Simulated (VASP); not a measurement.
# TaN (P3m1) in VASP: notebook, part 2 of 2

VASP 6.6.1.

## 5. Single point, PBEsol (the distance across one plane changed)

The input, INCAR:

```
SYSTEM = TaN
PREC = Accurate ; ENCUT = 520
EDIFF = 1E-7 ; ISMEAR = 0
SIGMA = 0.15 ; LREAL = .False.
LASPH = .True. ; NELM = 100
ALGO = Normal ; ISIF = 2
LWAVE = .False. ; LCHARG = .False.
GGA = PS ; NBANDS = 33
```

The input, KPOINTS:

```
Automatic mesh
0
Gamma
  23 23 7
  0 0 0
```

The input, POSCAR:

```
TaN
1.0
   -2.9239890447      0.0000000000      0.0000000000
   -1.4619945224     -2.5322487931      0.0000000000
    0.0000000000      0.0000000000      9.6121829280
Ta N
3 3
Direct
    0.3333333333      0.3333333333      0.0746488472
    0.3333333333      0.3333333333      0.3733039668
    0.3333333333      0.3333333333      0.6719590865
    0.0000000000      0.0000000000      0.8212866463
    0.0000000000      0.0000000000      0.2239764070
    0.0000000000      0.0000000000      0.5226315267
```

Potentials or basis: VASP PAW PBE potentials, release 64 (Ta_pv, N).

On the command line:

```console
cat potpaw_PBE.64/Ta_pv/POTCAR potpaw_PBE.64/N/POTCAR > POTCAR
mpirun -np 1 vasp_std > vasp.out
```

OUTCAR:

```text
SYSTEM = TaN
   PREC = Accurate
   ENCUT = 520
   EDIFF = 1E-7
   ISMEAR = 0
   LREAL = .False.
   LASPH = .True.
   NELM = 100
   ISIF = 2
   GGA = PS

 ion  position               nearest neighbor table
   1  0.333  0.333  0.075-   5 2.22   5 2.22   5 2.22   2 2.87
   2  0.333  0.333  0.373-   5 2.22   5 2.22   5 2.22   6 2.22   6 2.22   6 2.22   1 2.87   3 2.87

   3  0.333  0.333  0.672-   4 2.22   6 2.22   4 2.22   6 2.22   4 2.22   6 2.22   2 2.87
   4  0.000  0.000  0.821-   3 2.22   3 2.22   3 2.22
   5  0.000  0.000  0.224-   1 2.22   2 2.22   1 2.22   2 2.22   1 2.22   2 2.22
   6  0.000  0.000  0.523-   3 2.22   3 2.22   3 2.22   2 2.22   2 2.22   2 2.22

  LATTYP: Found a hexagonal cell.
 ALAT       =     2.9239890447
 C/A-ratio  =     3.2873525793

  Lattice vectors:

 A1 = (   1.4619945224,   2.5322487931,   0.0000000000)
 A2 = (  -2.9239890447,   0.0000000000,   0.0000000000)
 A3 = (   0.0000000000,   0.0000000000,   9.6121829280)

Analysis of symmetry for initial positions (statically):
=====================================================================
 Subroutine PRICEL returns:
 Original cell was already a primitive cell.

 Routine SETGRP: Setting up the symmetry group for a
 hexagonal supercell.

 Subroutine GETGRP returns: Found  6 space group operations
 (whereof  6 operations were pure point group operations)
 out of a pool of 24 trial point group operations.

The static configuration has the point symmetry C_3v.

Analysis of symmetry for dynamics (positions and initial velocities):
=====================================================================
 Subroutine PRICEL returns:
 Original cell was already a primitive cell.

 Routine SETGRP: Setting up the symmetry group for a
 hexagonal supercell.

 Subroutine GETGRP returns: Found  6 space group operations
 (whereof  6 operations were pure point group operations)
 out of a pool of 24 trial point group operations.

The dynamic configuration has the point symmetry C_3v.

[... 128 lines left out ...]
  Fermi-wavevector in a.u.,A,eV,Ry     =   1.435667  2.713018 28.043527  2.061141
  Thomas-Fermi vector in A             =   2.554941
   LORBIT       =      0    0 simple, 1 ext, 2 COOP (PROOUT), +10 PAW based schemes
   GGA     = PS    functional components
   LHFCALC =     F    Hartree Fock is set to
   AEXX    =    0.0000 exact exchange contribution
   IVDW    =     0    specifies the selected vdW correction
   LEPSILON=     F    determine dielectric tensor
   LRPA    =     F    only Hartree local field effects (RPA)
 non-spin polarized calculation
 Gauss-broadening in eV      SIGMA  =   0.15
  energy-cutoff  :      520.00
  volume of cell :       71.17
 maximum number of plane-waves:      1962
 NGX is ok and might be reduce to    24
   NGX = 11   NGY = 11   NGZ = 35

 number of electron      48.0000006 magnetization

 Free energy of the ion-electron system (eV)
  ---------------------------------------------------
  ext. energy  EPLUGINS =         0.00000000
  ---------------------------------------------------
  free energy    TOTEN  =       -68.14274579 eV

  energy without entropy =      -68.12801807  energy(sigma->0) =      -68.13538193

 E-fermi :   6.6077     XC(G=0): -12.9000

 val. band max:        6.6074801627   @ k =   0.2609   0.4348   0.2857
 cond. band min:       6.6095128060   @ k =   0.0870   0.0435   0.2857
 fundamental gap:      0.0020326433
 Fermi energy:         6.6077215077

 k-point     1 :       0.0000    0.0000    0.0000
  band No.  band energies     occupation
      1     -28.9514      2.00000
      2     -28.4460      2.00000
      3     -27.9851      2.00000
      4     -27.9851      2.00000
      5     -27.7923      2.00000
      6     -27.6953      2.00000
[... 853 lines left out ...]
     32      10.6035      0.00000
     33      10.8929      0.00000

 [... further k-points ...]

------------------------ aborting loop because EDIFF is reached ----------------------------------------

  FORCE on cell =-STRESS in cart. coord.  units (eV):
  Direction    XX          YY          ZZ          XY          YZ          ZX
  --------------------------------------------------------------------------------------
  -------------------------------------------------------------------------------------
  Total       -0.9224728     -0.9224728    -12.5762298     -0.0000000     -0.0000000     -0.0000000
  in kB      -20.7663434    -20.7663434   -283.1111061     -0.0000000     -0.0000000     -0.0000000
  external PRESSURE =    -108.2145976 kB  Pullay stress =       0.0000000 kB

 VOLUME and BASIS-vectors are now :
 -----------------------------------------------------------------------------
  energy-cutoff  :      520.00
  volume of cell :       71.17
      direct lattice vectors                 reciprocal lattice vectors
    -2.923989045  0.000000000  0.000000000    -0.341998545  0.197452952  0.000000000
    -1.461994522 -2.532248793  0.000000000     0.000000000 -0.394905904  0.000000000
     0.000000000  0.000000000  9.612182928     0.000000000  0.000000000  0.104034641

 POSITION                                       TOTAL-FORCE (eV/Angst)
 -----------------------------------------------------------------------------------
     -1.46199     -0.84408      0.71754         0.000000      0.000000     -3.089678
     -1.46199     -0.84408      3.58827         0.000000     -0.000000      0.309081
     -1.46199     -0.84408      6.45899        -0.000000     -0.000000      5.310467
      0.00000      0.00000      7.89436         0.000000     -0.000000     -1.570518
      0.00000      0.00000      2.15290         0.000000     -0.000000     -0.080319
      0.00000      0.00000      5.02363         0.000000     -0.000000     -0.879034
 -----------------------------------------------------------------------------------
    total drift:                               -0.000000     -0.000000      0.000109

  FREE ENERGIE OF THE ION-ELECTRON SYSTEM (eV)
  ---------------------------------------------------
  free  energy   TOTEN  =       -68.1427457942 eV

  energy  without entropy=      -68.1280180674  energy(sigma->0) =      -68.13538193
```

It took 8.5 min on 1 thread of Intel Xeon 6975P-C (Granite Rapids), shared host; peak memory 0.7 GiB.

What came out:

```
Free energy            : -68.1427 eV
Pressure               : -10.8 GPa
Largest force          : 5.310 eV/Å
Band gap on the k mesh : zero (bands 24 and 25 overlap by 0.33 eV)
```

Forces in eV/Å, atoms in the order of the input:
```
Ta   0.000  0.000 -3.090
Ta   0.000  0.000  0.309
Ta   0.000  0.000  5.310
N    0.000  0.000 -1.571
N    0.000  0.000 -0.080
N    0.000  0.000 -0.879
```

Levels at points of the mesh, in eV from the Fermi level:
```
           k point  band 20  band 21  band 22  band 23  band 24  band 25  band 26  band 27  band 28  band 29
(0.00, 0.00, 0.00)    -2.51    -1.47    -1.47    -0.11     0.18     0.18     0.90     1.07     1.07     2.67
```

Caveat: the cell differs from its parent crystal (the distance across one plane changed); the cell stands under tension; the PAW data sets were made with another functional, which shifts forces and pressure a little; spin-orbit coupling is left out, which moves the levels of the heavy elements.

## 6. Single point, PBEsol (the distance across one plane changed)

The input, INCAR:

```
  PREC = Accurate
  ENCUT = 520
  EDIFF = 1E-6
  ISMEAR = 0
  SIGMA = 0.15
  LREAL = False
  LASPH = True
  NELM = 80
  ALGO = Normal
  ISIF = 2
  LWAVE = False
  LCHARG = False
  GGA = PS
  NBANDS = 33
```

The input, KPOINTS:

```
regular mesh
0
Gamma
  23 23 7
```

The input, POSCAR:

```
TaN
1.0
   -2.9239890447      0.0000000000      0.0000000000
   -1.4619945224     -2.5322487931      0.0000000000
    0.0000000000      0.0000000000      9.1121829280
Ta N
3 3
Direct
    0.3333333333      0.3333333333      0.0787449484
    0.3333333333      0.3333333333      0.3937877505
    0.3333333333      0.3333333333      0.7088305525
    0.0000000000      0.0000000000      0.8663519536
    0.0000000000      0.0000000000      0.2362663494
    0.0000000000      0.0000000000      0.5513091515
```

Potentials or basis: VASP PAW PBE potentials, release 64 (Ta_pv, N).

On the command line:

```console
cat potpaw_PBE.64/Ta_pv/POTCAR potpaw_PBE.64/N/POTCAR > POTCAR
mpirun -np 1 vasp_std > vasp.out
```

OUTCAR:

```text
PREC = Accurate
   ENCUT = 520
   EDIFF = 1E-6
   ISMEAR = 0
   LREAL = False
   LASPH = True
   NELM = 80
   ISIF = 2
   GGA = PS

 ion  position               nearest neighbor table
   1  0.333  0.333  0.079-   5 2.22   5 2.22   5 2.22   4 2.57   4 2.57   4 2.57   2 2.87   3 3.37

   2  0.333  0.333  0.394-   6 2.22   6 2.22   6 2.22   5 2.22   5 2.22   5 2.22   3 2.87   1 2.87

   3  0.333  0.333  0.709-   6 2.22   6 2.22   6 2.22   4 2.22   4 2.22   4 2.22   2 2.87   1 3.37

   4  0.000  0.000  0.866-   3 2.22   3 2.22   3 2.22   1 2.57   1 2.57   1 2.57
   5  0.000  0.000  0.236-   1 2.22   1 2.22   1 2.22   2 2.22   2 2.22   2 2.22
   6  0.000  0.000  0.551-   2 2.22   3 2.22   2 2.22   3 2.22   2 2.22   3 2.22

  LATTYP: Found a hexagonal cell.
 ALAT       =     2.9239890447
 C/A-ratio  =     3.1163533066

  Lattice vectors:

 A1 = (   1.4619945224,   2.5322487931,   0.0000000000)
 A2 = (  -2.9239890447,   0.0000000000,   0.0000000000)
 A3 = (   0.0000000000,   0.0000000000,   9.1121829280)

Analysis of symmetry for initial positions (statically):
=====================================================================
 Subroutine PRICEL returns:
 Original cell was already a primitive cell.

 Routine SETGRP: Setting up the symmetry group for a
 hexagonal supercell.

 Subroutine GETGRP returns: Found  6 space group operations
 (whereof  6 operations were pure point group operations)
 out of a pool of 24 trial point group operations.

The static configuration has the point symmetry C_3v.

Analysis of symmetry for dynamics (positions and initial velocities):
=====================================================================
 Subroutine PRICEL returns:
 Original cell was already a primitive cell.
[... 133 lines left out ...]
   IALGO  =     38    algorithm
   IMIX   =      4    mixing-type and parameters
     AMIX     =   0.40;   BMIX     =  1.00
     AMIX_MAG =   1.60;   BMIX_MAG =  1.00
  volume/ion in A,a.u.               =      11.24        75.88
  Fermi-wavevector in a.u.,A,eV,Ry     =   1.461460  2.761760 29.060229  2.135867
  Thomas-Fermi vector in A             =   2.577789
   LORBIT       =      0    0 simple, 1 ext, 2 COOP (PROOUT), +10 PAW based schemes
   GGA     = PS    functional components
   LHFCALC =     F    Hartree Fock is set to
   AEXX    =    0.0000 exact exchange contribution
   IVDW    =     0    specifies the selected vdW correction
   LEPSILON=     F    determine dielectric tensor
   LRPA    =     F    only Hartree local field effects (RPA)
 non-spin polarized calculation
 Gauss-broadening in eV      SIGMA  =   0.15
  energy-cutoff  :      520.00
  volume of cell :       67.47
 maximum number of plane-waves:      1864
 NGX is ok and might be reduce to    24
   NGX = 11   NGY = 11   NGZ = 33

 number of electron      48.0000006 magnetization

 Free energy of the ion-electron system (eV)
  ---------------------------------------------------
  ext. energy  EPLUGINS =         0.00000000
  ---------------------------------------------------
  free energy    TOTEN  =       -70.02618077 eV

  energy without entropy =      -70.02215726  energy(sigma->0) =      -70.02416902

 E-fermi :   7.5232     XC(G=0): -13.2553

 val. band max:        7.5153413476   @ k =   0.0000   0.0000   0.0000
 cond. band min:       7.5249014186   @ k =   0.0435   0.0435   0.1429
 fundamental gap:      0.0095600710
 Fermi energy:         7.5232306293

 k-point     1 :       0.0000    0.0000    0.0000
  band No.  band energies     occupation
      1     -28.2107      2.00000
      2     -27.7548      2.00000
      3     -27.3099      2.00000
      4     -27.3099      2.00000
      5     -27.1941      2.00000
      6     -26.9359      2.00000
[... 853 lines left out ...]
     32      11.3544      0.00000
     33      11.4076      0.00000

 [... further k-points ...]

------------------------ aborting loop because EDIFF is reached ----------------------------------------

  FORCE on cell =-STRESS in cart. coord.  units (eV):
  Direction    XX          YY          ZZ          XY          YZ          ZX
  --------------------------------------------------------------------------------------
  -------------------------------------------------------------------------------------
  Total       -0.8850879     -0.8850879    -11.7396108     -0.0000000     -0.0000000      0.0000000
  in kB      -21.0180508    -21.0180508   -278.7787950     -0.0000000     -0.0000000      0.0000000
  external PRESSURE =    -106.9382989 kB  Pullay stress =       0.0000000 kB

 VOLUME and BASIS-vectors are now :
 -----------------------------------------------------------------------------
  energy-cutoff  :      520.00
  volume of cell :       67.47
      direct lattice vectors                 reciprocal lattice vectors
    -2.923989045  0.000000000  0.000000000    -0.341998545  0.197452952  0.000000000
    -1.461994522 -2.532248793  0.000000000     0.000000000 -0.394905904  0.000000000
     0.000000000  0.000000000  9.112182928     0.000000000  0.000000000  0.109743188

 POSITION                                       TOTAL-FORCE (eV/Angst)
 -----------------------------------------------------------------------------------
     -1.46199     -0.84408      0.71754        -0.000000      0.000000     -4.142839
     -1.46199     -0.84408      3.58827        -0.000000     -0.000000      0.329015
     -1.46199     -0.84408      6.45899        -0.000000      0.000000      3.455519
      0.00000      0.00000      7.89436         0.000000      0.000000      1.106591
      0.00000      0.00000      2.15290         0.000000     -0.000000     -0.252919
      0.00000      0.00000      5.02363         0.000000      0.000000     -0.495368
 -----------------------------------------------------------------------------------
    total drift:                               -0.000000     -0.000000      0.000519

  FREE ENERGIE OF THE ION-ELECTRON SYSTEM (eV)
  ---------------------------------------------------
  free  energy   TOTEN  =       -70.0261807714 eV

  energy  without entropy=      -70.0221572639  energy(sigma->0) =      -70.02416902
```

It took 13 min on 1 thread of Intel Xeon Platinum 8488C (Sapphire Rapids), shared host; peak memory 0.67 GiB.

Results:

```
Free energy            : -70.0262 eV
Pressure               : -10.7 GPa
Largest force          : 4.143 eV/Å
Band gap on the k mesh : zero (bands 24 and 25 overlap by 0.31 eV)
```

Forces on the atoms (eV/Å):
```
Ta   0.000  0.000 -4.143
Ta   0.000  0.000  0.329
Ta   0.000  0.000  3.456
N    0.000  0.000  1.107
N    0.000  0.000 -0.253
N    0.000  0.000 -0.495
```

Stress tensor (GPa, compression positive):
```
 -2.10   0.00   0.00
  0.00  -2.10   0.00
  0.00   0.00 -27.88
```

Levels at points of the mesh, in eV from the Fermi level:
| k point | band 20 | band 21 | band 22 | band 23 | band 24 | band 25 | band 26 | band 27 | band 28 | band 29 |
| --- | --- | --- | --- | --- | --- | --- | --- | --- | --- | --- |
| (0.00, 0.00, 0.00) | -2.88 | -2.36 | -2.36 | -0.02 | -0.01 | -0.01 | 0.60 | 0.60 | 1.11 | 2.45 |

Caveat: the cell differs from its parent crystal (the distance across one plane changed); the cell stands under tension; the PAW data sets were made with another functional, which shifts forces and pressure a little; spin-orbit coupling is left out, which moves the levels of the heavy elements.

## 7. Summary

| cell | gap on the mesh (eV) | pressure (GPa) | largest force (eV/Å) |
| --- | --- | --- | --- |
| a = 2.924, b = 2.924, c = 8.312 Å, angles 90.0, 90.0, 60.0°, 6 atoms | none | 21.7 | 8.02 |
| a = 2.924, b = 2.924, c = 8.862 Å, angles 90.0, 90.0, 60.0°, 6 atoms | none | -7.3 | 3.13 |
| a = 2.924, b = 2.924, c = 10.112 Å, angles 90.0, 90.0, 60.0°, 6 atoms | none | -9.1 | 6.28 |
| a = 2.924, b = 2.924, c = 9.612 Å, angles 90.0, 90.0, 60.0°, 6 atoms | none | -10.8 | 5.31 |
| a = 2.924, b = 2.924, c = 9.112 Å, angles 90.0, 90.0, 60.0°, 6 atoms | none | -10.7 | 4.14 |

Alike in all rows: task single point; level PBEsol; potentials or basis VASP PAW PBE potentials, release 64 (Ta_pv, N); no spin polarisation; k mesh 23 × 23 × 7; cutoff (eV) 520; smearing gaussian 0.15 eV.

Caveats: the PAW data sets were made with another functional, which shifts forces and pressure a little; spin-orbit coupling is left out, which moves the levels of the heavy elements; the cell stands under tension (at least some runs); the cell stands under pressure (at least some runs).

Absolute energies hang on the potentials; compare differences alone.
